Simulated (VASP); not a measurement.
Sn2P, 3 atoms in the cell. Symmetry: C2/m, No. 12, monoclinic system. The conventional cell has a = 6.701 Å, b = 3.852 Å, c = 6.226 Å, α = 90.00°, β = 110.95°, γ = 90.00°. Within 3.7 Å of Sn (site symmetry m) lie 3 P at 2.78 Å and 3 Sn at 3.34 Å. P (site symmetry 2/m) has 6 Sn at 2.78 Å within 3.7 Å. 

* Program: VASP 6.6.1
* Task: single point
* Functional: PBE
* Potentials or basis: VASP PAW PBE potentials, release 64 (Sn_d, P)
* Cutoff: 520 eV
* k mesh: 14 × 14 × 8
* Occupations: gaussian, width 0.1 eV
* Spin: no spin polarisation
* Dipole correction: no
* Further INCAR settings: ALGO = Normal; EDIFF = 1e-07; NBANDS = 24

Potentials or basis: VASP PAW PBE potentials, release 64 (Sn_d, P).

Launch:

```console
$ cat potpaw_PBE.64/Sn_d/POTCAR potpaw_PBE.64/P/POTCAR > POTCAR
$ mpirun -np 1 vasp_std > vasp.out
```

Hardware: 1 thread of Intel Xeon 8259CL (shared host).

Problem. How long does it take, and how much memory?

Solution. Run time: 13 min on 1 thread of Intel Xeon 8259CL, with other jobs on the host, peak memory 0.7 GiB. Counts: scf iterations 14, k points 429.
